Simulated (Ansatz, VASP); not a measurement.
**Two plane-wave programs on Mo**

```
Mo
1.0
     4.46954    0.00000    0.00000
    -2.23477    3.87073    0.00000
     0.00000    0.00000   27.77277
Mo
15
Direct
  0.66667 0.33333 0.27986
  0.33333 0.66667 0.30580
  0.00000 0.00000 0.33175
  0.66667 0.33333 0.36862
  0.33333 0.66667 0.40109
  0.00000 0.00000 0.43463
  0.66667 0.33333 0.46712
  0.33333 0.66667 0.50000
  0.00000 0.00000 0.53288
  0.66667 0.33333 0.56537
  0.33333 0.66667 0.59891
  0.00000 0.00000 0.63138
  0.66667 0.33333 0.66825
  0.33333 0.66667 0.69420
  0.00000 0.00000 0.72014
```

Alike in both runs: functional PBE; k mesh 9 × 9 × 1; occupations gaussian, width 0.1 eV; no spin polarisation.

Ansatz relaxed the structure, and its values are those at the end. VASP's run is a single point on that final structure, the one shown.

|  | VASP | Ansatz |
| --- | --- | --- |
| version | VASP 6.6.1 | Ansatz 0.2.0 |
| potentials or method | VASP PAW PBE potentials, release 64 (Mo_sv), cutoff 520 eV | scalar-relativistic, plane waves, PAW |
| valence electrons in the cell | 210 | 210 |

Ansatz gave:

- gap on the k mesh at the Fermi level (eV): none
- rms of the force components (eV/Å): 0.003

**Question.** Which values does VASP return?

**Answer.** gap on the k mesh at the Fermi level (eV): none; rms of the force components (eV/Å): 0.014.

A gap of «none» marks a metal or a gap that the smearing closes. Ansatz's warnings: xc potential rough in thin density.
